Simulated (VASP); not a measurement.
# Rb (Fd-3m) in VASP: notebook

Rb is run at these levels: PBE; tasks: relaxation of cell and atoms.

All numbers are computed with VASP 6.6.1; they aren't measurements. Logs are shortened: lines on timing, memory, paths and dates and some standing lists are left out, and cuts for length are marked.

### Step 1. The cell of the first run

It takes space group Fd-3m (No. 227, cubic). The conventional cell has a = 9.172 Å, b = 9.172 Å, c = 9.172 Å, α = 90.00°, β = 90.00°, γ = 90.00°. Within 5.2 Å of Rb (site symmetry -43m) lie 4 Rb at 3.97 Å.

This isn't the form of Rb at room conditions, which is bcc.

### Step 2. Relaxation of cell and atoms, PBE, target pressure 0.43 GPa, at which the enthalpy is minimised

Input file INCAR:

```
ALGO = Normal
EDIFF = 1E-7
EDIFFG = -0.005
ENCUT = 600
GGA = PE
IBRION = 2
ISIF = 3
ISMEAR = -1
LASPH = True
LCHARG = False
LREAL = False
LWAVE = False
NELM = 60
NSW = 60
PREC = Accurate
PSTRESS = 4.3
SIGMA = 0.08
```

Input file KPOINTS:

```
k-points
0
Gamma
  7 7 7
```

Input file POSCAR:

```
Rb
1.0
    0.0000000000      4.5859574718      4.5859574718
    4.5859574718      0.0000000000      4.5859574718
    4.5859574718      4.5859574718      0.0000000000
Rb
2
Direct
   -0.1250000000     -0.1250000000     -0.1250000000
    0.1250000000      0.1250000000      0.1250000000
```

Potentials or basis: VASP PAW PBE potentials, release 64 (Rb_sv).

On the command line:

```bash
$ cat potpaw_PBE.64/Rb_sv/POTCAR > POTCAR
$ mpirun -np 1 vasp_std > vasp.out
```

OUTCAR:

```text
EDIFF = 1E-7
   EDIFFG = -0.005
   ENCUT = 600
   GGA = PE
   IBRION = 2
   ISIF = 3
   ISMEAR = -1
   LASPH = True
   LREAL = False
   NELM = 60
   NSW = 60
   PREC = Accurate
   PSTRESS = 4.3

 ion  position               nearest neighbor table
   1  0.875  0.875  0.875-   2 3.97   2 3.97   2 3.97   2 3.97
   2  0.125  0.125  0.125-   1 3.97   1 3.97   1 3.97   1 3.97

  LATTYP: Found a face centered cubic cell.
 ALAT       =     9.1719149436

  Lattice vectors:

 A1 = (   0.0000000000,   4.5859574718,   4.5859574718)
 A2 = (   4.5859574718,   0.0000000000,   4.5859574718)
 A3 = (   4.5859574718,   4.5859574718,   0.0000000000)

Analysis of symmetry for initial positions (statically):
=====================================================================
 Subroutine PRICEL returns:
 Original cell was already a primitive cell.

 Routine SETGRP: Setting up the symmetry group for a
 face centered cubic supercell.

 Subroutine GETGRP returns: Found 48 space group operations
 (whereof 12 operations were pure point group operations)
 out of a pool of 48 trial point group operations.

The static configuration has the point symmetry D_3d.
 The point group associated with its full space group is O_h .

Analysis of symmetry for dynamics (positions and initial velocities):
=====================================================================
 Subroutine PRICEL returns:
 Original cell was already a primitive cell.

 Routine SETGRP: Setting up the symmetry group for a
 face centered cubic supercell.

 Subroutine GETGRP returns: Found 48 space group operations
 (whereof 12 operations were pure point group operations)
 out of a pool of 48 trial point group operations.

The dynamic configuration has the point symmetry D_3d.
 The point group associated with its full space group is O_h .

 Subroutine INISYM returns: Found 48 space group operations
 (whereof 12 operations are pure point group operations),
 and found     1 'primitive' translations

----------------------------------------------------------------------------------------

                                     Primitive cell

  volume of cell :     192.8946

  direct lattice vectors                    reciprocal lattice vectors
     0.000000000  4.585957472  4.585957472    -0.109028486  0.109028486  0.109028486
     4.585957472  0.000000000  4.585957472     0.109028486 -0.109028486  0.109028486
     4.585957472  4.585957472  0.000000000     0.109028486  0.109028486 -0.109028486

  length of vectors
     6.485523253  6.485523253  6.485523253     0.188842877  0.188842877  0.188842877

  position of ions in fractional coordinates (direct lattice)
     0.875000000  0.875000000  0.875000000
     0.125000000  0.125000000  0.125000000

  ion indices of the primitive-cell ions
   primitive index   ion index
                 1           1
                 2           2

----------------------------------------------------------------------------------------

 KPOINTS: k-points

Automatic generation of k-mesh.
 Grid dimensions read from file:
 generate k-points for:    7    7    7

 Generating k-lattice:

  Cartesian coordinates                     Fractional coordinates (reciprocal lattice)
    -0.015575498  0.015575498  0.015575498     0.142857143  0.000000000  0.000000000
     0.015575498 -0.015575498  0.015575498     0.000000000  0.142857143  0.000000000
     0.015575498  0.015575498 -0.015575498     0.000000000  0.000000000  0.142857143

  Length of vectors
     0.026977554  0.026977554  0.026977554

  Shift w.r.t. Gamma in fractional coordinates (k-lattice)
     0.000000000  0.000000000  0.000000000

 Subroutine IBZKPT returns following result:
 ===========================================

 Found     20 irreducible k-points:

 Following reciprocal coordinates:
            Coordinates               Weight
  0.000000  0.000000  0.000000      1.000000
  0.142857  0.000000  0.000000      8.000000
  0.285714  0.000000  0.000000      8.000000
  0.428571  0.000000  0.000000      8.000000
  0.142857  0.142857  0.000000      6.000000
  0.285714  0.142857  0.000000     24.000000
[... 12 lines left out ...]
 -0.428571  0.428571  0.142857     24.000000
 -0.285714  0.428571  0.142857     24.000000
   k-points           NKPTS =     20   k-points in BZ     NKDIM =     20   number of bands    NBANDS=     13
   number of dos      NEDOS =    301   number of ions     NIONS =      2
   total plane-waves  NPLWV = 157464
   dimension x,y,z NGX =    54 NGY =   54 NGZ =   54
   dimension x,y,z NGXF=   108 NGYF=  108 NGZF=  108
   ions per type =               2
   NGX,Y,Z   is equivalent  to a cutoff of  13.84, 13.84, 13.84 a.u.
   NGXF,Y,Z  is equivalent  to a cutoff of  27.68, 27.68, 27.68 a.u.
 SYSTEM =  unknown system
   PREC   = accura    normal or accurate (medium, high low for compatibility)
   ISTART =      0    job   : 0-new  1-cont  2-samecut
   ICHARG =      2    charge: 1-file 2-atom 10-const
   ISPIN  =      1    spin polarized calculation?
   LNONCOLLINEAR =      F non collinear calculations
   LSORBIT =      F    spin-orbit coupling
   LASPH  =      T    aspherical Exc in radial PAW
   ENCUT  =  600.0 eV  44.10 Ry    6.64 a.u.  12.95 12.95 12.95*2*pi/ulx,y,z
   NELM   =     60;   NELMIN=  2; NELMDL= -5     # of ELM steps
   EDIFF  = 0.1E-06   stopping-criterion for ELM
   LREAL  =      F    real-space projection
   EDIFFG = -.5E-02   stopping-criterion for IOM
   NSW    =     60    number of steps for IOM
   IBRION =      2    ionic relax: 0-MD 1-quasi-New 2-CG
   NFREE  =      1    steps in history (QN), initial steepest desc. (CG)
   ISIF   =      3    stress and relaxation
   ISYM   =      2    0-nonsym 1-usesym 2-fastsym
   POTIM  = 0.5000    time-step for ionic-motion
   TEBEG  =    0.0;   TEEND  =   0.0 temperature during run
   PSTRESS=    4.3 pullay stress
   NELECT =      18.0000    total number of electrons
   NUPDOWN=      -1.0000    fix difference up-down
   EMIN   =  10.00;   EMAX   =-10.00  energy-range for DOS
   EFERMI =   0.00;   METHOD = LEGACY
   ISMEAR =    -1;   SIGMA  =   0.08  broadening in eV -4-tet -1-fermi 0-gaus
   EFERMI_NEDOS =   21; number of points for ismear=-14 and -15
   IALGO  =     38    algorithm
   IMIX   =      4    mixing-type and parameters
     AMIX     =   0.40;   BMIX     =  1.00
     AMIX_MAG =   1.60;   BMIX_MAG =  1.00
  volume/ion in A,a.u.               =      96.45       650.86
  Fermi-wavevector in a.u.,A,eV,Ry     =   0.742550  1.403216  7.501985  0.551380
  Thomas-Fermi vector in A             =   1.837455
   LORBIT       =      0    0 simple, 1 ext, 2 COOP (PROOUT), +10 PAW based schemes
   GGA     = PE    functional components
   LHFCALC =     F    Hartree Fock is set to
   AEXX    =    0.0000 exact exchange contribution
   IVDW    =     0    specifies the selected vdW correction
   LEPSILON=     F    determine dielectric tensor
   LRPA    =     F    only Hartree local field effects (RPA)
 conjugate gradient relaxation of ions
 non-spin polarized calculation
  energy-cutoff  :      600.00
  volume of cell :      192.89
 maximum number of plane-waves:      6465
 NGX is ok and might be reduce to    54
   NGX = 25   NGY = 25   NGZ = 25

--------------------------------------- Ionic step        1  -------------------------------------------

 number of electron      18.0000000 magnetization

 Free energy of the ion-electron system (eV)
  ---------------------------------------------------
  ext. energy  EPLUGINS =         0.00000000
  ---------------------------------------------------
  free energy    TOTEN  =        -1.22383213 eV

  energy without entropy =       -1.18717490  energy(sigma->0) =       -1.20550352

 E-fermi :   0.0147     XC(G=0):  -5.2775

 val. band max:       -0.0552602299   @ k =  -0.4286   0.1429   0.0000
 cond. band min:       0.0823430073   @ k =   0.4286   0.0000   0.0000
 fundamental gap:      0.1376032372
 Fermi energy:         0.0147001408

 k-point     1 :       0.0000    0.0000    0.0000
  band No.  band energies     occupation
      1     -29.4524      2.00000
      2     -29.3956      2.00000
      3     -13.6267      2.00000
      4     -13.6267      2.00000
      5     -13.6267      2.00000
      6     -13.4115      2.00000
      7     -13.4115      2.00000
      8     -13.4115      2.00000
      9      -1.9600      2.00000
     10       2.1748      0.00000
     11       2.1748      0.00000
     12       2.2429      0.00000
     13       2.2429      0.00000

 k-point     2 :       0.1429    0.0000    0.0000
  band No.  band energies     occupation
      1     -29.4503      2.00000
      2     -29.3977      2.00000
      3     -13.6319      2.00000
      4     -13.6319      2.00000
      5     -13.6268      2.00000
      6     -13.4129      2.00000
      7     -13.4063      2.00000
      8     -13.4063      2.00000
      9      -1.8238      2.00000
     10       1.8205      0.00000
     11       1.9663      0.00000
[... 431 lines left out ...]
  FREE ENERGIE OF THE ION-ELECTRON SYSTEM (eV)
  ---------------------------------------------------
  free  energy   TOTEN  =        -1.3191060905 eV

  energy  without entropy=       -1.2826748457  energy(sigma->0) =       -1.30089047

  enthalpy is  TOTEN    =        -0.7149323694 eV   P V=        0.6041737211

--------------------------------------- Ionic step        5  -------------------------------------------

 number of electron      18.0000000 magnetization

 Free energy of the ion-electron system (eV)
  ---------------------------------------------------
  ext. energy  EPLUGINS =         0.00000000
  ---------------------------------------------------
  free energy    TOTEN  =        -1.29026503 eV

  energy without entropy =       -1.25359327  energy(sigma->0) =       -1.27192915

 E-fermi :  -0.1936     XC(G=0):  -5.0420

 val. band max:       -0.2310468425   @ k =  -0.4286   0.1429   0.0000
 cond. band min:      -0.1583522286   @ k =  -0.2857   0.4286   0.1429
 fundamental gap:      0.0726946140
 Fermi energy:        -0.1936496666

 k-point     1 :       0.0000    0.0000    0.0000
  band No.  band energies     occupation
      1     -29.6079      2.00000
      2     -29.5690      2.00000
      3     -13.7632      2.00000
      4     -13.7632      2.00000
      5     -13.7632      2.00000
      6     -13.5964      2.00000
      7     -13.5964      2.00000
      8     -13.5964      2.00000
      9      -2.0463      2.00000
     10       1.9830      0.00000
     11       1.9830      0.00000
     12       1.9830      0.00000
     13       1.9943      0.00000

 k-point     2 :       0.1429    0.0000    0.0000
  band No.  band energies     occupation
      1     -29.6065      2.00000
      2     -29.5705      2.00000
      3     -13.7671      2.00000
      4     -13.7671      2.00000
      5     -13.7630      2.00000
      6     -13.5976      2.00000
      7     -13.5925      2.00000
      8     -13.5925      2.00000
      9      -1.9215      2.00000
     10       1.5433      0.00000
     11       1.7781      0.00000
[... 310 lines left out ...]
 POSITION                                       TOTAL-FORCE (eV/Angst)
 -----------------------------------------------------------------------------------
      8.28949      8.28949      8.28949         0.000000      0.000000      0.000000
      1.18421      1.18421      1.18421        -0.000000     -0.000000     -0.000000
 -----------------------------------------------------------------------------------
    total drift:                               -0.000000      0.000000     -0.000000

  FREE ENERGIE OF THE ION-ELECTRON SYSTEM (eV)
  ---------------------------------------------------
  free  energy   TOTEN  =        -1.2902650346 eV

  energy  without entropy=       -1.2535932726  energy(sigma->0) =       -1.27192915

  enthalpy is  TOTEN    =        -0.7197640502 eV   P V=        0.5705009844

 reached required accuracy - stopping structural energy minimisation
```

Run time: 10 min. Hardware: 1 thread of Oxide Virtual Turin-like, shared host; peak memory 0.38 GiB.

Results:

| Item | Value |
| --- | --- |
| Free energy | -1.2903 eV |
| Relaxed volume | 106.28 Å³/atom |
| Relaxed cell | a = 6.699 Å, b = 6.699 Å, c = 6.699 Å, α = 60.00°, β = 60.00°, γ = 60.00° |
| Space group after relaxing (to 0.1 Å) | Fd-3m (No. 227) |
| Energy change on relaxing (the run minimises the enthalpy) | -33.2 meV/atom |
| Ionic steps | 5 |
| Pressure after relaxing | 0.4 GPa |
| Band gap on the k mesh | zero (bands 9 and 10 overlap by 0.12 eV) |

Step by step:
```tsv
step	energy change (eV)	largest force (eV/Å)	pressure (GPa)	volume (Å³)
1	0.0000	0.0000	0.67	192.89
2	-0.0160	0.0000	0.61	196.90
3	-0.0475	0.0000	0.50	206.02
4	-0.0953	0.0000	0.31	225.11
5	-0.0664	0.0000	0.43	212.57
```

Final structure:
```xyz
2
Lattice="0.0000 4.7368 4.7368 4.7368 0.0000 4.7368 4.7368 4.7368 0.0000" Properties=species:S:1:pos:R:3 pbc="T T T"
Rb    8.2895    8.2895    8.2895
Rb    1.1842    1.1842    1.1842
```

Caveat: the cell is relaxed towards a set pressure, so the run minimises the enthalpy, not the energy.

### Step 3. Relaxation of cell and atoms, PBE, target pressure 0.43 GPa, at which the enthalpy is minimised

This run uses another cell than the first one, of 106.15 Å³/atom.

Input file INCAR:

```
ALGO = Normal ; EDIFF = 1E-6
EDIFFG = -0.005 ; ENCUT = 600
GGA = PE ; IBRION = 2
ISIF = 3 ; ISMEAR = -1
LASPH = True ; LCHARG = False
LREAL = False ; LWAVE = False
NELM = 60 ; NSW = 32
PREC = Accurate ; PSTRESS = 4.3
SIGMA = 0.08
```

KPOINTS is that of step 2.

Input file POSCAR:

```
Rb
1.0
    0.0000000000      4.7348632704      4.7348632704
    4.7348632704      0.0000000000      4.7348632704
    4.7348632704      4.7348632704      0.0000000000
Rb
2
Direct
   -0.1250000000     -0.1250000000     -0.1250000000
    0.1250000000      0.1250000000      0.1250000000
```

Potentials or basis: VASP PAW PBE potentials, release 64 (Rb_sv).

On the command line:

```bash
$ cat potpaw_PBE.64/Rb_sv/POTCAR > POTCAR
$ mpirun -np 1 vasp_std > vasp.out
```

Wall time 2.4 min (1 thread of Oxide Virtual Turin-like, shared host); peak memory 0.36 GiB.

The run converged. Its results:

* Free energy: -1.2896 eV
* Pressure after relaxing: 0.4 GPa
* Band gap on the k mesh: zero (bands 9 and 10 overlap by 0.12 eV)

Final structure:
```cif
data_structure
_symmetry_space_group_name_H-M 'P 1'
_symmetry_Int_Tables_number 1
_cell_length_a 6.6961
_cell_length_b 6.6961
_cell_length_c 6.6961
_cell_angle_alpha 60.000
_cell_angle_beta 60.000
_cell_angle_gamma 60.000
_cell_volume 212.30
loop_
_atom_site_label
_atom_site_type_symbol
_atom_site_fract_x
_atom_site_fract_y
_atom_site_fract_z
_atom_site_occupancy
Rb1 Rb 0.87500 0.87500 0.87500 1
Rb2 Rb 0.12500 0.12500 0.12500 1
```

Levels at points of the mesh, in eV from the Fermi level:
```tsv
k point	band 5	band 6	band 7	band 8	band 9	band 10	band 11	band 12	band 13
(0.00, 0.00, 0.00)	-13.57	-13.40	-13.40	-13.40	-1.85	2.18	2.18	2.19	2.19
```

Caveat: the relaxation stopped at its first step, so nothing moved; the cell is relaxed towards a set pressure, so the run minimises the enthalpy, not the energy.

The gap in the log of VASP goes by the Fermi energy; the results here count the filled bands.